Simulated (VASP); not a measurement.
# Cd12H (a cell with a defect) in VASP: single point with LDA

Aim: the single point of Cd12H (a cell with a defect) with LDA.

All numbers are computed with VASP 6.6.1; they aren't measurements. Logs are shortened: lines on timing, memory, paths and dates and some standing lists are left out, and cuts for length are marked.

**1. The cell of the first run**

The cell holds a defect, 13 atoms: a = 5.960 Å, b = 8.940 Å, c = 5.620 Å, α = 90.00°, β = 90.00°, γ = 120.00°.

**2. Single point, LDA**

Input file INCAR:

```
SYSTEM = Cd12H
PREC = Accurate ; ENCUT = 520
EDIFF = 1E-7 ; ISMEAR = -1
SIGMA = 0.1 ; LREAL = .False.
LASPH = .True. ; NELM = 60
ALGO = Normal ; ISIF = 2
LWAVE = .False. ; LCHARG = .False.
GGA = CA ; NBANDS = 84
```

Input file KPOINTS:

```
regular mesh
0
Gamma
  3 2 3
  0 0 0
```

Input file POSCAR:

```
Cd12H
1.0
    5.9600000000      0.0000000000      0.0000000000
   -4.4700000000      7.7422670000      0.0000000000
    0.0000000000      0.0000000000      5.6202800000
Cd H
12 1
Direct
    0.0119668857      0.0037804474     -0.0075367192
    0.1536623234      0.2074381388      0.4526570032
    0.0105567230      0.3379261152      0.0248735693
    0.1556225869      0.5601840152      0.4640267779
    0.0138610429      0.6742905988      0.0008696643
    0.1482105451      0.8803347128      0.5272112362
    0.5082763030      0.0023644464     -0.0160862310
    0.6347092125      0.2040816262      0.4368423877
    0.5120489066      0.3379280316     -0.0348032443
    0.6555115571      0.5494733645      0.5207024173
    0.5204791114      0.6747409399      0.0411365986
    0.6523658519      0.8813591890      0.5484074452
    0.0349780504      0.3541329743      0.6864539949
```

Potentials or basis: VASP PAW LDA potentials, release 64 (Cd, H).

Launch:

```sh
cat potpaw_LDA.64/Cd/POTCAR potpaw_LDA.64/H/POTCAR > POTCAR
mpirun -np 1 vasp_std > vasp.out
```

OUTCAR:

```text
SYSTEM = Cd12H
   PREC = Accurate
   ENCUT = 520
   EDIFF = 1E-7
   ISMEAR = -1
   LREAL = .False.
   LASPH = .True.
   NELM = 60
   ISIF = 2
   GGA = CA

 ion  position               nearest neighbor table
   1  0.012  0.004  0.992-  11 2.95   5 2.95   7 2.96   9 2.99   7 3.00   3 3.00   2 3.03   6 3.10
                            12 3.11   2 3.42   6 3.44  12 3.63
   2  0.154  0.207  0.453-  13 2.21   8 2.88   6 2.94   3 2.98  12 3.00   1 3.03  10 3.05   8 3.08
                             4 3.15   9 3.31   1 3.42   9 3.42   3 3.66
   3  0.011  0.338  0.025-  13 1.91   2 2.98   9 2.99   1 3.00   5 3.00   7 3.01   9 3.01   4 3.01
                             8 3.02  11 3.03   4 3.59   2 3.66
   4  0.156  0.560  0.464-  13 2.04   6 2.91  10 2.95  12 2.96   3 3.01  11 3.03  10 3.05   5 3.06
                             2 3.15   8 3.15   5 3.42   3 3.59  11 3.75
   5  0.014  0.674  0.001-   7 2.94  11 2.95   1 2.95   3 3.00   9 3.01  11 3.03   4 3.06   6 3.11
                            10 3.27   6 3.36   4 3.42  10 3.46
   6  0.148  0.880  0.527-   4 2.91   2 2.94   8 2.94  10 2.95  12 2.96  12 3.00   1 3.10   5 3.11
                             7 3.17   5 3.36   1 3.44   7 3.57
   7  0.508  0.002  0.984-   5 2.94   1 2.96  12 2.97  11 2.98   8 2.99   9 2.99   1 3.00   3 3.01
                             6 3.17   8 3.45   6 3.57  12 3.59
   8  0.635  0.204  0.437-   2 2.88   6 2.94   7 2.99  12 3.01   3 3.02  10 3.06   2 3.08   9 3.14
                             4 3.15   9 3.41   7 3.45
   9  0.512  0.338  0.965-   1 2.99  10 2.99   3 2.99   7 2.99   5 3.01   3 3.01  11 3.02   8 3.14
                             2 3.31   8 3.41   2 3.42  10 3.53
  10  0.656  0.549  0.521-   6 2.95   4 2.95  12 2.98   9 2.99   4 3.05   2 3.05   8 3.06  11 3.17
                             5 3.27  11 3.37   5 3.46   9 3.53
  11  0.520  0.675  0.041-   1 2.95   5 2.95   7 2.98   9 3.02   5 3.03   3 3.03   4 3.03  10 3.17
                            12 3.20  12 3.27  10 3.37   4 3.75
  12  0.652  0.881  0.548-   4 2.96   6 2.96   7 2.97  10 2.98   2 3.00   6 3.00   8 3.01   1 3.11
                            11 3.20  11 3.27   7 3.59   1 3.63
  13  0.035  0.354  0.686-   3 1.91   4 2.04   2 2.21

  LATTYP: Found a simple monoclinic cell.
 ALAT       =     5.9600000000
 B/A-ratio  =     0.9430000000
 C/A-ratio  =     1.3228756374
 COS(beta)  =    -0.1889822391

  Lattice vectors:

 A1 = (   5.9600000000,   0.0000000000,   0.0000000000)
 A2 = (   0.0000000000,   0.0000000000,   5.6202800000)
 A3 = (  -1.4900000000,  -7.7422670000,   0.0000000000)

Analysis of symmetry for initial positions (statically):
=====================================================================
 Subroutine PRICEL returns:
 Original cell was already a primitive cell.

 Routine SETGRP: Setting up the symmetry group for a
 simple monoclinic supercell.

 Subroutine GETGRP returns: Found  1 space group operations
 (whereof  1 operations were pure point group operations)
 out of a pool of  4 trial point group operations.

The static configuration has the point symmetry C_1 .

Analysis of symmetry for dynamics (positions and initial velocities):
=====================================================================
 Subroutine PRICEL returns:
 Original cell was already a primitive cell.

 Routine SETGRP: Setting up the symmetry group for a
 simple monoclinic supercell.

 Subroutine GETGRP returns: Found  1 space group operations
 (whereof  1 operations were pure point group operations)
 out of a pool of  4 trial point group operations.

The dynamic configuration has the point symmetry C_1 .

 Subroutine INISYM returns: Found  1 space group operations
 (whereof  1 operations are pure point group operations),
 and found     1 'primitive' translations

----------------------------------------------------------------------------------------

                                     Primitive cell

  volume of cell :     259.3417

  direct lattice vectors                    reciprocal lattice vectors
     5.960000000  0.000000000  0.000000000     0.167785235  0.096870852  0.000000000
    -4.470000000  7.742267000  0.000000000     0.000000000  0.129161136  0.000000000
     0.000000000  0.000000000  5.620280000     0.000000000  0.000000000  0.177927078

  length of vectors
     5.960000000  8.939999905  5.620280000     0.193741702  0.129161136  0.177927078

  position of ions in fractional coordinates (direct lattice)
     0.011966886  0.003780447  0.992463281
     0.153662323  0.207438139  0.452657003
     0.010556723  0.337926115  0.024873569
     0.155622587  0.560184015  0.464026778
[... 37 lines left out ...]
     0.055928412  0.032290284  0.000000000     0.333333333  0.000000000  0.000000000
     0.000000000  0.064580568  0.000000000     0.000000000  0.500000000  0.000000000
     0.000000000  0.000000000  0.059309026     0.000000000  0.000000000  0.333333333

  Length of vectors
     0.064580567  0.064580568  0.059309026

  Shift w.r.t. Gamma in fractional coordinates (k-lattice)
     0.000000000  0.000000000  0.000000000

 -----------------------------------------------------------------------------
|                                                                             |
|           W    W    AA    RRRRR   N    N  II  N    N   GGGG   !!!           |
|           W    W   A  A   R    R  NN   N  II  NN   N  G    G  !!!           |
|           W    W  A    A  R    R  N N  N  II  N N  N  G       !!!           |
|           W WW W  AAAAAA  RRRRR   N  N N  II  N  N N  G  GGG   !            |
|           WW  WW  A    A  R   R   N   NN  II  N   NN  G    G                |
|           W    W  A    A  R    R  N    N  II  N    N   GGGG   !!!           |
|                                                                             |
|     Your reciprocal lattice and k-lattice belong to different lattice       |
|     classes:                                                                |
|                                                                             |
|        The reciprocal lattice is simple monoclinic,                         |
|        whereas your k-lattice is hexagonal.                                 |
|                                                                             |
|     Results are often still useful ...                                      |
|                                                                             |
 -----------------------------------------------------------------------------

 Subroutine IBZKPT returns following result:
 ===========================================

 Found     10 irreducible k-points:

 Following reciprocal coordinates:
            Coordinates               Weight
  0.000000  0.000000  0.000000      1.000000
  0.333333  0.000000  0.000000      2.000000
  0.000000  0.500000  0.000000      1.000000
  0.333333  0.500000  0.000000      2.000000
  0.000000  0.000000  0.333333      2.000000
  0.333333  0.000000  0.333333      2.000000
 -0.333333 -0.000000  0.333333      2.000000
  0.000000  0.500000  0.333333      2.000000
  0.333333  0.500000  0.333333      2.000000
 -0.333333  0.500000  0.333333      2.000000
   k-points           NKPTS =     10   k-points in BZ     NKDIM =     10   number of bands    NBANDS=     84
   number of dos      NEDOS =    301   number of ions     NIONS =     13
   total plane-waves  NPLWV = 141120
   dimension x,y,z NGX =    48 NGY =   70 NGZ =   42
   dimension x,y,z NGXF=    96 NGYF=  140 NGZF=   84
   ions per type =              12   1
   NGX,Y,Z   is equivalent  to a cutoff of  13.39, 13.02, 12.42 a.u.
   NGXF,Y,Z  is equivalent  to a cutoff of  26.78, 26.03, 24.85 a.u.
 SYSTEM =  Cd12H
   PREC   = accura    normal or accurate (medium, high low for compatibility)
   ISTART =      0    job   : 0-new  1-cont  2-samecut
   ICHARG =      2    charge: 1-file 2-atom 10-const
   ISPIN  =      1    spin polarized calculation?
   LNONCOLLINEAR =      F non collinear calculations
   LSORBIT =      F    spin-orbit coupling
   LASPH  =      T    aspherical Exc in radial PAW
   ENCUT  =  520.0 eV  38.22 Ry    6.18 a.u.  11.08 16.62 10.45*2*pi/ulx,y,z
   NELM   =     60;   NELMIN=  2; NELMDL= -5     # of ELM steps
   EDIFF  = 0.1E-06   stopping-criterion for ELM
   LREAL  =      F    real-space projection
   EDIFFG = 0.1E-05   stopping-criterion for IOM
   NSW    =      0    number of steps for IOM
   IBRION =     -1    ionic relax: 0-MD 1-quasi-New 2-CG
   NFREE  =      0    steps in history (QN), initial steepest desc. (CG)
   ISIF   =      2    stress and relaxation
   ISYM   =      2    0-nonsym 1-usesym 2-fastsym
   POTIM  = 0.5000    time-step for ionic-motion
   TEBEG  =    0.0;   TEEND  =   0.0 temperature during run
   PSTRESS=    0.0 pullay stress
   NELECT =     145.0000    total number of electrons
   NUPDOWN=      -1.0000    fix difference up-down
   EMIN   =  10.00;   EMAX   =-10.00  energy-range for DOS
   EFERMI =   0.00;   METHOD = LEGACY
   ISMEAR =    -1;   SIGMA  =   0.10  broadening in eV -4-tet -1-fermi 0-gaus
   EFERMI_NEDOS =   21; number of points for ismear=-14 and -15
   IALGO  =     38    algorithm
   IMIX   =      4    mixing-type and parameters
     AMIX     =   0.40;   BMIX     =  1.00
     AMIX_MAG =   1.60;   BMIX_MAG =  1.00
  volume/ion in A,a.u.               =      19.95       134.62
  Fermi-wavevector in a.u.,A,eV,Ry     =   1.348673  2.548623 24.747899  1.818919
  Thomas-Fermi vector in A             =   2.476323
   LORBIT       =      0    0 simple, 1 ext, 2 COOP (PROOUT), +10 PAW based schemes
   GGA     = CA    functional components
   LHFCALC =     F    Hartree Fock is set to
   AEXX    =    0.0000 exact exchange contribution
   IVDW    =     0    specifies the selected vdW correction
   LEPSILON=     F    determine dielectric tensor
   LRPA    =     F    only Hartree local field effects (RPA)
 non-spin polarized calculation
  energy-cutoff  :      520.00
  volume of cell :      259.34
 maximum number of plane-waves:      7003
 NGX is ok and might be reduce to    48
   NGX = 23   NGY = 33   NGZ = 21

 number of electron     144.9999995 magnetization

 Free energy of the ion-electron system (eV)
  ---------------------------------------------------
  ext. energy  EPLUGINS =         0.00000000
  ---------------------------------------------------
  free energy    TOTEN  =       -20.70037561 eV

  energy without entropy =      -20.55697064  energy(sigma->0) =      -20.62867312

 E-fermi :   3.0689     XC(G=0): -11.4069

 val. band max:        3.0449258348   @ k =   0.0000   0.5000   0.0000
 cond. band min:       3.0844865967   @ k =   0.0000   0.0000   0.0000
 fundamental gap:      0.0395607618
 Fermi energy:         3.0688548236

 k-point     1 :       0.0000    0.0000    0.0000
  band No.  band energies     occupation
      1      -7.3003      2.00000
      2      -7.1544      2.00000
      3      -7.1219      2.00000
      4      -7.0490      2.00000
      5      -7.0262      2.00000
      6      -7.0073      2.00000
[... 859 lines left out ...]
     83       8.0281      0.00000
     84       8.1326      0.00000

------------------------ aborting loop because EDIFF is reached ----------------------------------------

  FORCE on cell =-STRESS in cart. coord.  units (eV):
  Direction    XX          YY          ZZ          XY          YZ          ZX
  --------------------------------------------------------------------------------------
  -------------------------------------------------------------------------------------
  Total       -1.9760354     -4.9157789     -1.0424828      1.0805821      0.6948096      0.1409751
  in kB      -12.2076746    -30.3690053     -6.4403153      6.6756875      4.2924383      0.8709247
  external PRESSURE =     -16.3389984 kB  Pullay stress =       0.0000000 kB

 VOLUME and BASIS-vectors are now :
 -----------------------------------------------------------------------------
  energy-cutoff  :      520.00
  volume of cell :      259.34
      direct lattice vectors                 reciprocal lattice vectors
     5.960000000  0.000000000  0.000000000     0.167785235  0.096870852  0.000000000
    -4.470000000  7.742267000  0.000000000     0.000000000  0.129161136  0.000000000
     0.000000000  0.000000000  5.620280000     0.000000000  0.000000000  0.177927078

 POSITION                                       TOTAL-FORCE (eV/Angst)
 -----------------------------------------------------------------------------------
      0.05442      0.02927      5.57792        -0.000584     -0.002318     -0.011729
     -0.01142      1.60604      2.54406         0.012631      0.013013      0.040825
     -1.44761      2.61631      0.13980         0.004945      0.008091      0.027963
     -1.57651      4.33709      2.60796         0.015396      0.006192      0.015610
     -2.93147      5.22054      0.00489        -0.022905     -0.019727      0.027388
     -3.05176      6.81579      2.96307         0.024785     -0.004609     -0.033867
      3.01876      0.01831      5.52987        -0.008957     -0.003864     -0.043558
      2.87062      1.58005      2.45518        -0.045957     -0.019703      0.043365
      1.54127      2.61633      5.42468        -0.018499      0.014405     -0.029002
      1.45070      4.25417      2.92649         0.015265     -0.034949     -0.009932
      0.08596      5.22402      0.23120         0.016244      0.001521      0.023661
     -0.05158      6.82372      3.08220        -0.006861      0.015223     -0.043082
     -1.37451      2.74179      3.85806         0.014496      0.026724     -0.007642
 -----------------------------------------------------------------------------------
    total drift:                               -0.000153     -0.001791     -0.000156

  FREE ENERGIE OF THE ION-ELECTRON SYSTEM (eV)
  ---------------------------------------------------
  free  energy   TOTEN  =       -20.7003756110 eV

  energy  without entropy=      -20.5569706365  energy(sigma->0) =      -20.62867312
```

Run time: 4.7 min. Hardware: 1 thread of AMD EPYC 7R13 (Zen 3), shared host; peak memory 0.32 GiB.

Results:

- Free energy: -20.7004 eV
- Pressure: -1.6 GPa
- Largest force: 0.066 eV/Å
- Band gap on the k mesh: zero (an odd number of electrons rules out a gap without spin polarisation)

Forces in eV/Å, atoms in the order of the input:
```
Cd  -0.001 -0.002 -0.012
Cd   0.013  0.013  0.041
Cd   0.005  0.008  0.028
Cd   0.015  0.006  0.016
Cd  -0.023 -0.020  0.027
Cd   0.025 -0.005 -0.034
Cd  -0.009 -0.004 -0.044
Cd  -0.046 -0.020  0.043
Cd  -0.018  0.014 -0.029
Cd   0.015 -0.035 -0.010
Cd   0.016  0.002  0.024
Cd  -0.007  0.015 -0.043
H    0.014  0.027 -0.008
```

Levels at points of the mesh, in eV from the Fermi level:
```tsv
k point	band 68	band 69	band 70	band 71	band 72	band 73	band 74	band 75	band 76	band 77
(0.00, 0.00, 0.00)	-2.76	-2.40	-1.41	-1.27	-0.80	0.02	0.15	0.35	0.78	0.90
(0.00, 0.50, 0.00)	-2.82	-2.64	-2.59	-2.36	-1.94	-0.02	0.31	0.58	0.84	1.22
```

Caveat: the k points lie up to 0.41 Å⁻¹ apart, too coarse for converged energies and pressures of a metal.
